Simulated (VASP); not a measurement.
Set up this calculation in VASP 6.6.1, as the native input.

| Property | Result |
| --- | --- |
| Task | dielectric tensor |
| Functional | PBEsol |
| Potentials or basis | VASP PAW PBE potentials, release 64 (Mg, O) |
| Cutoff | 520 eV |
| k mesh | 6 × 6 × 4 |
| Occupations | gaussian, width 0.01 eV |
| Spin | no spin polarisation |
| Dipole correction | no |
| Further INCAR settings | ALGO = Normal; EDIFF = 1e-08 |

The structure of MgO lies in POSCAR:

```
MgO
1.0
    3.4863778600      0.0000000000      0.0000000000
   -1.7431889300      3.0192918000      0.0000000000
    0.0000000000      0.0000000000      4.1780412200
Mg O
2 2
Direct
    0.6666666667      0.3333333333      0.7500000000
    0.3333333333      0.6666666667      0.2500000000
    0.6666666667      0.3333333333      0.2500000000
    0.3333333333      0.6666666667      0.7500000000
```

One way to write it, as run:

INCAR

```
SYSTEM = MgO
PREC     = Accurate       ! precision mode
ENCUT    = 520            ! plane-wave cutoff, eV
EDIFF    = 1E-8           ! SCF threshold, eV
ISMEAR   = 0              ! smearing method
SIGMA    = 0.01           ! smearing width, eV
LREAL    = .False.        ! projectors in reciprocal space
LASPH    = .True.         ! aspherical terms in the spheres
NELM     = 80             ! most SCF steps
ALGO     = Normal         ! electronic algorithm
ISIF     = 2              ! what is computed and relaxed
LWAVE    = .False.        ! write WAVECAR
LCHARG   = .False.        ! write CHGCAR
GGA      = PS             ! functional
LEPSILON = .True.         ! dielectric tensor by DFPT
```

KPOINTS

```
regular mesh
0
Gamma
  6 6 4
  0 0 0
```

Potentials or basis: VASP PAW PBE potentials, release 64 (Mg, O).

Run with:

```sh
$ cat potpaw_PBE.64/Mg/POTCAR potpaw_PBE.64/O/POTCAR > POTCAR
$ mpirun -np 1 vasp_std > vasp.out
```

Results of the run:

- Band gap on the k mesh: 3.31 eV, direct
- Electronic dielectric tensor (diagonal): 2.99, 2.99, 3.01
- Born charges (mean of the diagonal): Mg +1.84; O -1.84 e

Wall time 100 s on 1 thread of AMD EPYC 7R13 Processor (Zen 3), with other jobs on the host, peak memory 0.18 GiB.
